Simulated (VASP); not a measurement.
Crystal: HfN.

```
Hf N
1.0
     0.00000    2.45482    2.45482
     2.45482    0.00000    2.45482
     2.45482    2.45482    0.00000
Hf N
1 1
Direct
  0.00000 0.00000 0.00000
  0.75000 0.75000 0.75000
```

Base run:

* Program: VASP 6.6.1
* Functional: PBEsol
* Potentials or basis: VASP PAW PBE potentials, release 64 (Hf_pv, N)
* Cutoff: 600 eV
* k mesh: 7 × 7 × 7
* Occupations: methfessel-paxton, width 0.1 eV
* Spin: no spin polarisation

Its results: pressure -6.0 GPa.

**Question.** The run is repeated on the same cell with these changes: k mesh from 7 × 7 × 7 to 4 × 4 × 4. What comes out?

**Answer.** Pressure -5.1 GPa.

Caveats: some runs use coarse meshes; the PAW data sets were made with another functional, which shifts forces and pressure a little.
